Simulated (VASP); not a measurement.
Crystal: Hg.

```
Hg
1.0
    -1.87674    1.87674    1.91684
     1.87674   -1.87674    1.91684
     1.87674    1.87674   -1.91684
Hg
1
Direct
  0.50000 0.50000 0.00000
```

Base run:

```yaml
Program: VASP 6.6.1
Functional: PBE
Dispersion: D3(BJ)
Potentials_or_basis: VASP PAW PBE potentials, release 64 (Hg)
Cutoff: 500 eV
k_mesh: 10 × 10 × 10
Occupations: tetrahedron
Spin: non-collinear spin, zero start, spin-orbit coupling
Starting_moments: "[[0.0, 0.0, 0.0]] μB"
```

Its results: pressure -1.0 GPa; net moment 0.00 μB per cell.

Question: The run is repeated on the same cell with these changes: dispersion from D3(BJ) to none; occupations from tetrahedron to methfessel-paxton, width 0.05 eV. What comes out?

Answer: Pressure 1.0 GPa; net moment 0.00 μB per cell.

Caveats: three body term missing (at least some runs).
